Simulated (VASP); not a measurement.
# Ba (Cmmm) in VASP: further runs

Runs on Ba. Level: PBEsol. Tasks: single point.

Everything below comes from runs of VASP 6.6.1. Logs are shortened: lines on timing, memory, paths and dates and some standing lists are left out, and cuts for length are marked.

## (1) The cell of the first run

The structure is orthorhombic, space group Cmmm (No. 65). Conventional cell: a = 5.125 Å, b = 5.956 Å, c = 3.918 Å, α = 90.00°, β = 90.00°, γ = 90.00°. Within 5.1 Å of Ba (site symmetry mmm) lie 6 Ba at 3.92 to 3.93 Å.

## (2) Single point, PBEsol (strain -0.1500 x Voigt [0, 0, 0, 1, 0, 0])

Input file INCAR:

```
PREC = Accurate
ENCUT = 520
EDIFF = 1E-6
ISMEAR = 0
SIGMA = 0.15
LREAL = False
LASPH = True
NELM = 80
ALGO = Fast
ISIF = 2
LWAVE = False
LCHARG = False
GGA = PS
NBANDS = 11
```

Input file KPOINTS:

```
regular mesh
0
Gamma
  12 12 12
```

Input file POSCAR:

```
Ba
1.0
    3.9177175405      0.0000000000      0.0000000000
    0.0000000000      3.9177175405     -0.2938288155
    0.0000000000     -0.2938288155      3.9177175405
Ba
1
Direct
    0.0000000000      0.0000000000      0.0000000000
```

Potentials or basis: VASP PAW PBE potentials, release 64 (Ba_sv).

On the command line:

```
cat potpaw_PBE.64/Ba_sv/POTCAR > POTCAR
mpirun -np 1 vasp_std > vasp.out
```

OUTCAR:

```text
PREC = Accurate
   ENCUT = 520
   EDIFF = 1E-6
   ISMEAR = 0
   LREAL = False
   LASPH = True
   NELM = 80
   ISIF = 2
   GGA = PS

 ion  position               nearest neighbor table
   1  0.000  0.000  0.000-

  LATTYP: Found a base centered orthorhombic cell.
 ALAT       =     5.1249525834
 B/A-ratio  =     1.1621621621
 C/A-ratio  =     0.7644397634

  Lattice vectors:

 A1 = (   0.0000000000,   3.9177175405,  -0.2938288155)
 A2 = (   0.0000000000,  -0.2938288155,   3.9177175405)
 A3 = (   3.9177175405,   0.0000000000,   0.0000000000)

Analysis of symmetry for initial positions (statically):
=====================================================================
 Subroutine PRICEL returns:
 Original cell was already a primitive cell.

 Routine SETGRP: Setting up the symmetry group for a
 base centered orthorhombic supercell.

 Subroutine GETGRP returns: Found  8 space group operations
 (whereof  8 operations were pure point group operations)
 out of a pool of  8 trial point group operations.

The static configuration has the point symmetry D_2h.

Analysis of symmetry for dynamics (positions and initial velocities):
=====================================================================
 Subroutine PRICEL returns:
 Original cell was already a primitive cell.

 Routine SETGRP: Setting up the symmetry group for a
 base centered orthorhombic supercell.

 Subroutine GETGRP returns: Found  8 space group operations
 (whereof  8 operations were pure point group operations)
 out of a pool of  8 trial point group operations.

The dynamic configuration has the point symmetry D_2h.

 Subroutine INISYM returns: Found  8 space group operations
 (whereof  8 operations are pure point group operations),
 and found     1 'primitive' translations

----------------------------------------------------------------------------------------

                                     Primitive cell

  volume of cell :      59.7929

  direct lattice vectors                    reciprocal lattice vectors
     3.917717540  0.000000000  0.000000000     0.255250663  0.000000000  0.000000000
     0.000000000  3.917717540 -0.293828816     0.000000000  0.256694570  0.019252093
     0.000000000 -0.293828816  3.917717540     0.000000000  0.019252093  0.256694570

  length of vectors
     3.917717540  3.928720670  3.928720670     0.255250663  0.257415511  0.257415511

  position of ions in fractional coordinates (direct lattice)
     0.000000000  0.000000000  0.000000000

  ion indices of the primitive-cell ions
   primitive index   ion index
                 1           1

----------------------------------------------------------------------------------------

 KPOINTS: regular mesh

Automatic generation of k-mesh.
 Grid dimensions read from file:
 generate k-points for:   12   12   12

 Generating k-lattice:

  Cartesian coordinates                     Fractional coordinates (reciprocal lattice)
     0.021270889  0.000000000  0.000000000     0.083333333  0.000000000  0.000000000
     0.000000000  0.021391214  0.001604341     0.000000000  0.083333333 -0.000000000
     0.000000000  0.001604341  0.021391214     0.000000000 -0.000000000  0.083333333

  Length of vectors
     0.021270889  0.021451293  0.021451293

  Shift w.r.t. Gamma in fractional coordinates (k-lattice)
     0.000000000  0.000000000  0.000000000

 Subroutine IBZKPT returns following result:
 ===========================================

 Found    301 irreducible k-points:

 Following reciprocal coordinates:
            Coordinates               Weight
  0.000000  0.000000  0.000000      1.000000
  0.083333  0.000000  0.000000      2.000000
  0.166667  0.000000  0.000000      2.000000
  0.250000  0.000000  0.000000      2.000000
  0.333333  0.000000  0.000000      2.000000
  0.416667  0.000000  0.000000      2.000000
[... 16 lines left out ...]
  0.083333  0.250000  0.000000      8.000000
  0.166667  0.250000  0.000000      8.000000
 [... further k-points ...]
   k-points           NKPTS =    301   k-points in BZ     NKDIM =    301   number of bands    NBANDS=     11
   number of dos      NEDOS =    301   number of ions     NIONS =      1
   total plane-waves  NPLWV =  27000
   dimension x,y,z NGX =    30 NGY =   30 NGZ =   30
   dimension x,y,z NGXF=    60 NGYF=   60 NGZF=   60
   ions per type =               1
   NGX,Y,Z   is equivalent  to a cutoff of  12.73, 12.69, 12.69 a.u.
   NGXF,Y,Z  is equivalent  to a cutoff of  25.46, 25.39, 25.39 a.u.
 SYSTEM =  unknown system
   PREC   = accura    normal or accurate (medium, high low for compatibility)
   ISTART =      0    job   : 0-new  1-cont  2-samecut
   ICHARG =      2    charge: 1-file 2-atom 10-const
   ISPIN  =      1    spin polarized calculation?
   LNONCOLLINEAR =      F non collinear calculations
   LSORBIT =      F    spin-orbit coupling
   LASPH  =      T    aspherical Exc in radial PAW
   ENCUT  =  520.0 eV  38.22 Ry    6.18 a.u.   7.28  7.30  7.30*2*pi/ulx,y,z
   NELM   =     80;   NELMIN=  2; NELMDL= -5     # of ELM steps
   EDIFF  = 0.1E-05   stopping-criterion for ELM
   LREAL  =      F    real-space projection
   EDIFFG = 0.1E-04   stopping-criterion for IOM
   NSW    =      0    number of steps for IOM
   IBRION =     -1    ionic relax: 0-MD 1-quasi-New 2-CG
   NFREE  =      0    steps in history (QN), initial steepest desc. (CG)
   ISIF   =      2    stress and relaxation
   ISYM   =      2    0-nonsym 1-usesym 2-fastsym
   POTIM  = 0.5000    time-step for ionic-motion
   TEBEG  =    0.0;   TEEND  =   0.0 temperature during run
   PSTRESS=    0.0 pullay stress
   NELECT =      10.0000    total number of electrons
   NUPDOWN=      -1.0000    fix difference up-down
   EMIN   =  10.00;   EMAX   =-10.00  energy-range for DOS
   EFERMI =   0.00;   METHOD = LEGACY
   ISMEAR =     0;   SIGMA  =   0.15  broadening in eV -4-tet -1-fermi 0-gaus
   EFERMI_NEDOS =   21; number of points for ismear=-14 and -15
   IALGO  =     68    algorithm
   IMIX   =      4    mixing-type and parameters
     AMIX     =   0.40;   BMIX     =  1.00
     AMIX_MAG =   1.60;   BMIX_MAG =  1.00
  volume/ion in A,a.u.               =      59.79       403.50
  Fermi-wavevector in a.u.,A,eV,Ry     =   0.901969  1.704474 11.068995  0.813548
  Thomas-Fermi vector in A             =   2.025115
   LORBIT       =      0    0 simple, 1 ext, 2 COOP (PROOUT), +10 PAW based schemes
   GGA     = PS    functional components
   LHFCALC =     F    Hartree Fock is set to
   AEXX    =    0.0000 exact exchange contribution
   IVDW    =     0    specifies the selected vdW correction
   LEPSILON=     F    determine dielectric tensor
   LRPA    =     F    only Hartree local field effects (RPA)
 non-spin polarized calculation
 RMM-DIIS sequential band-by-band and
 Gauss-broadening in eV      SIGMA  =   0.15
  energy-cutoff  :      520.00
  volume of cell :       59.79
 maximum number of plane-waves:      1630
 NGX is ok and might be reduce to    30
   NGX = 15   NGY = 15   NGZ = 15

 number of electron      10.0000002 magnetization

 Free energy of the ion-electron system (eV)
  ---------------------------------------------------
  ext. energy  EPLUGINS =         0.00000000
  ---------------------------------------------------
  free energy    TOTEN  =        -1.86877172 eV

  energy without entropy =       -1.86147228  energy(sigma->0) =       -1.86512200

 E-fermi :   1.6352     XC(G=0):  -7.6635

 val. band max:        1.6238581681   @ k =   0.4167   0.5000   0.4167
 cond. band min:       1.6408246836   @ k =   0.3333   0.5000   0.5000
 fundamental gap:      0.0169665155
 Fermi energy:         1.6351899837

 k-point     1 :       0.0000    0.0000    0.0000
  band No.  band energies     occupation
      1     -27.4266      2.00000
      2     -12.2423      2.00000
      3     -12.2210      2.00000
      4     -12.2004      2.00000
      5      -0.9804      2.00000
      6       1.6491      0.89556
      7       1.7807      0.16998
      8       6.1865      0.00000
      9       6.6081      0.00000
     10       6.7730      0.00000
     11       8.7762      0.00000

 k-point     2 :       0.0833    0.0000    0.0000
  band No.  band energies     occupation
      1     -27.4223      2.00000
      2     -12.2780      2.00000
      3     -12.2374      2.00000
      4     -12.1957      2.00000
      5      -0.8729      2.00000
      6       1.7628      0.22895
      7       1.8138      0.09218
      8       6.2076      0.00000
      9       6.3231      0.00000
     10       6.4891      0.00000
     11       8.8861      0.00000

 k-point     3 :       0.1667    0.0000    0.0000
  band No.  band energies     occupation
      1     -27.4104      2.00000
      2     -12.4291      2.00000
      3     -12.2241      2.00000
      4     -12.1829      2.00000
      5      -0.5805      2.00000
      6       1.9076      0.01023
      7       2.0757      0.00003
      8       5.7316      0.00000
      9       5.9167      0.00000
     10       6.2668      0.00000
     11       8.0709      0.00000

 k-point     4 :       0.2500    0.0000    0.0000
  band No.  band energies     occupation
      1     -27.3941      2.00000
      2     -12.6260      2.00000
      3     -12.2057      2.00000
      4     -12.1652      2.00000
      5      -0.1710      2.00000
      6       2.0448      0.00011
      7       2.4659      0.00000
      8       5.1355      0.00000
      9       5.3440      0.00000
     10       6.3522      0.00000
     11       7.4837      0.00000
[... 239 lines left out ...]
 k-point    22 :       0.0000    0.2500    0.0000
  band No.  band energies     occupation
      1     -27.3944      2.00000
      2     -12.6222      2.00000
      3     -12.1938      2.00000
      4     -12.1851      2.00000
      5      -0.1474      2.00000
      6       1.9159      0.00813
      7       2.4754      0.00000
      8       5.1328      0.00000
      9       5.2033      0.00000
     10       6.7854      0.00000
     11       7.7104      0.00000

 k-point    23 :       0.0833    0.2500    0.0000
  band No.  band energies     occupation
      1     -27.3902      2.00000
      2     -12.6161      2.00000
      3     -12.2401      2.00000
      4     -12.1892      2.00000
      5      -0.0437      2.00000
      6       2.0044      0.00050
      7       2.5218      0.00000
      8       4.9087      0.00000
      9       5.1598      0.00000
     10       6.5322      0.00000
     11       7.9987      0.00000

 k-point    24 :       0.1667    0.2500    0.0000
  band No.  band energies     occupation
      1     -27.3784      2.00000
      2     -12.5993      2.00000
      3     -12.3863      2.00000
      4     -12.1763      2.00000
      5       0.2257      2.00000
      6       2.1739      0.00000
      7       2.7351      0.00000
      8       4.3628      0.00000
      9       5.2311      0.00000
     10       5.9909      0.00000
     11       8.4954      0.00000

 [... further k-points ...]
[... 5 lines left out ...]
  --------------------------------------------------------------------------------------
  -------------------------------------------------------------------------------------
  Total       -0.2059939     -0.1026081     -0.1026081      0.0000000     -0.2446793      0.0000000
  in kB       -5.5196979     -2.7494308     -2.7494308      0.0000000     -6.5562915      0.0000000
  external PRESSURE =      -3.6728532 kB  Pullay stress =       0.0000000 kB

 VOLUME and BASIS-vectors are now :
 -----------------------------------------------------------------------------
  energy-cutoff  :      520.00
  volume of cell :       59.79
      direct lattice vectors                 reciprocal lattice vectors
     3.917717540  0.000000000  0.000000000     0.255250663  0.000000000  0.000000000
     0.000000000  3.917717540 -0.293828816     0.000000000  0.256694570  0.019252093
     0.000000000 -0.293828816  3.917717540     0.000000000  0.019252093  0.256694570

 POSITION                                       TOTAL-FORCE (eV/Angst)
 -----------------------------------------------------------------------------------
      0.00000      0.00000      0.00000         0.000000      0.000000      0.000000
 -----------------------------------------------------------------------------------
    total drift:                                0.000000      0.000000     -0.000000

  FREE ENERGIE OF THE ION-ELECTRON SYSTEM (eV)
  ---------------------------------------------------
  free  energy   TOTEN  =        -1.8687717241 eV

  energy  without entropy=       -1.8614722837  energy(sigma->0) =       -1.86512200
```

Run time: 69 s. Hardware: 1 thread of Intel Xeon 6975P-C (Granite Rapids), shared host; peak memory 0.32 GiB.

Results:

```
Free energy            : -1.8688 eV
Pressure               : -0.4 GPa
Band gap on the k mesh : zero (band 5 reaches 1.79 eV, above the bottom of band 6 at 1.51 eV)
```

Stress tensor (GPa, compression positive):
```
-0.55  0.00  0.00
 0.00 -0.27 -0.66
 0.00 -0.66 -0.27
```

Caveat: the cell differs from its parent crystal (strain -0.1500 x Voigt [0, 0, 0, 1, 0, 0]); the PAW data sets were made with another functional, which shifts forces and pressure a little; spin-orbit coupling is left out, which moves the levels of the heavy elements.

## (3) Single point, PBEsol (strain +0.1125 x Voigt [0, 0, 0, 1, 0, 0])

Input file INCAR:

```
SYSTEM = Ba
  PREC = Accurate
  ENCUT = 520
  EDIFF = 1E-6
  ISMEAR = 0
  SIGMA = 0.15
  LREAL = .FALSE.
  LASPH = .TRUE.
  NELM = 60
  ALGO = Fast
  ISIF = 2
  LWAVE = .FALSE.
  LCHARG = .FALSE.
  GGA = PS
  NBANDS = 11
```

Input file KPOINTS:

```
Automatic mesh
0
G
  12 12 12
  0 0 0
```

Input file POSCAR:

```
Ba
1.0
    3.9177175405      0.0000000000      0.0000000000
    0.0000000000      3.9177175405      0.2203716117
    0.0000000000      0.2203716117      3.9177175405
Ba
1
Direct
    0.0000000000      0.0000000000      0.0000000000
```

Potentials or basis: VASP PAW PBE potentials, release 64 (Ba_sv).

On the command line:

```
cat potpaw_PBE.64/Ba_sv/POTCAR > POTCAR
mpirun -np 1 vasp_std > vasp.out
```

OUTCAR:

```text
SYSTEM = Ba
   PREC = Accurate
   ENCUT = 520
   EDIFF = 1E-6
   ISMEAR = 0
   LREAL = .FALSE.
   LASPH = .TRUE.
   NELM = 60
   ISIF = 2
   GGA = PS

 ion  position               nearest neighbor table
   1  0.000  0.000  0.000-

  LATTYP: Found a base centered orthorhombic cell.
 ALAT       =     5.2288367573
 B/A-ratio  =     1.1192052980
 C/A-ratio  =     0.7492522185

  Lattice vectors:

 A1 = (   0.0000000000,  -0.2203716117,  -3.9177175405)
 A2 = (   0.0000000000,   3.9177175405,   0.2203716117)
 A3 = (   3.9177175405,   0.0000000000,   0.0000000000)
[... 509 lines left out ...]
      4     -12.1946      2.00000
      5       0.2144      2.00000
      6       2.1580      0.00000
      7       2.7141      0.00000
      8       4.3405      0.00000
      9       5.2310      0.00000
     10       5.9939      0.00000
     11       8.3544      0.00000

 [... further k-points ...]
[... 5 lines left out ...]
  --------------------------------------------------------------------------------------
  -------------------------------------------------------------------------------------
  Total       -0.1904830     -0.1295496     -0.1295496      0.0000000      0.1969376      0.0000000
  in kB       -5.0914778     -3.4627696     -3.4627696      0.0000000      5.2640031      0.0000000
  external PRESSURE =      -4.0056723 kB  Pullay stress =       0.0000000 kB

 VOLUME and BASIS-vectors are now :
 -----------------------------------------------------------------------------
  energy-cutoff  :      520.00
  volume of cell :       59.94
      direct lattice vectors                 reciprocal lattice vectors
     3.917717540  0.000000000  0.000000000     0.255250663  0.000000000  0.000000000
     0.000000000  3.917717540  0.220371612     0.000000000  0.256060856 -0.014403423
     0.000000000  0.220371612  3.917717540     0.000000000 -0.014403423  0.256060856

 POSITION                                       TOTAL-FORCE (eV/Angst)
 -----------------------------------------------------------------------------------
      0.00000      0.00000      0.00000         0.000000     -0.000000      0.000000
 -----------------------------------------------------------------------------------
    total drift:                               -0.000000      0.000000     -0.000000

  FREE ENERGIE OF THE ION-ELECTRON SYSTEM (eV)
  ---------------------------------------------------
  free  energy   TOTEN  =        -1.8601470995 eV

  energy  without entropy=       -1.8534265258  energy(sigma->0) =       -1.85678681
```

It took 74 s on 1 thread of Intel Xeon 6975P-C (Granite Rapids), shared host; peak memory 0.31 GiB.

Results:

- Free energy: -1.8601 eV
- Pressure: -0.4 GPa
- Band gap on the k mesh: zero (band 5 reaches 1.78 eV, above the bottom of band 6 at 1.49 eV)

Levels at points of the mesh, in eV from the Fermi level:
```
           k point  band 3  band 4  band 5  band 6  band 7  band 8
(0.00, 0.00, 0.00)  -13.87  -13.85   -2.61    0.01    0.08    4.74
(0.50, 0.00, 0.00)  -13.81  -13.78   -0.73    0.66    0.87    2.63
(0.00, 0.50, 0.00)  -13.80  -13.79   -0.74    0.54    0.90    2.70
(0.50, 0.50, 0.00)  -14.52  -13.74   -1.01    0.60    3.13    3.38
(0.00, 0.50, 0.50)  -14.44  -13.73   -1.01    0.69    2.95    3.01
(0.50, 0.50, 0.50)  -14.42  -14.34   -0.34   -0.04    0.29    3.99
```

Caveat: the cell differs from its parent crystal (strain +0.1125 x Voigt [0, 0, 0, 1, 0, 0]); the PAW data sets were made with another functional, which shifts forces and pressure a little; spin-orbit coupling is left out, which moves the levels of the heavy elements.

## (4) Single point, PBEsol (strain -0.0750 x Voigt [0, 0, 0, 1, 0, 0])

Input file INCAR:

```
SYSTEM = Ba
  ALGO = Fast
  EDIFF = 1E-6
  ENCUT = 520
  GGA = PS
  ISIF = 2
  ISMEAR = 0
  LASPH = .TRUE.
  LCHARG = .FALSE.
  LREAL = .FALSE.
  LWAVE = .FALSE.
  NBANDS = 11
  NELM = 80
  PREC = Accurate
  SIGMA = 0.15
```

Input file KPOINTS:

```
k-points
0
G
  12 12 12
  0 0 0
```

Input file POSCAR:

```
Ba
1.0
    3.9177175405      0.0000000000      0.0000000000
    0.0000000000      3.9177175405     -0.1469144078
    0.0000000000     -0.1469144078      3.9177175405
Ba
1
Direct
    0.0000000000      0.0000000000      0.0000000000
```

On the command line:

```
cat potpaw_PBE.64/Ba_sv/POTCAR > POTCAR
mpirun -np 1 vasp_std > vasp.out
```

Wall time 78 s (1 thread of Intel Xeon 6975P-C (Granite Rapids), shared host); peak memory 0.31 GiB.

Results (log left out):

| Property | Result |
| --- | --- |
| Free energy | -1.8535 eV |
| Pressure | -0.4 GPa |
| Band gap on the k mesh | zero (band 5 reaches 1.76 eV, above the bottom of band 6 at 1.47 eV) |

Stress tensor (GPa, compression positive):
```
-0.47  0.00  0.00
 0.00 -0.40 -0.38
 0.00 -0.38 -0.40
```

Levels at points of the mesh, in eV from the Fermi level:
```tsv
k point	band 1	band 2	band 3	band 4	band 5	band 6	band 7	band 8	band 9	band 10
(0.00, 0.00, 0.00)	-29.08	-13.89	-13.87	-13.86	-2.60	0.00	0.04	4.89	4.98	5.07
(0.50, 0.00, 0.00)	-29.02	-14.65	-13.81	-13.79	-0.72	0.62	0.87	2.64	2.76	5.18
(0.00, 0.50, 0.00)	-29.02	-14.64	-13.81	-13.80	-0.72	0.56	0.88	2.69	2.78	5.28
(0.50, 0.50, 0.00)	-28.95	-14.53	-14.53	-13.74	-1.02	0.64	3.16	3.28	3.48	3.49
(0.00, 0.50, 0.50)	-28.95	-14.58	-14.48	-13.73	-1.02	0.68	3.07	3.11	3.34	3.86
(0.50, 0.50, 0.50)	-28.89	-14.47	-14.43	-14.38	-0.25	-0.05	0.17	4.00	6.44	6.71
```

Caveat: the cell differs from its parent crystal (strain -0.0750 x Voigt [0, 0, 0, 1, 0, 0]); the PAW data sets were made with another functional, which shifts forces and pressure a little; spin-orbit coupling is left out, which moves the levels of the heavy elements.

(Part 1 of 2 ends here.)
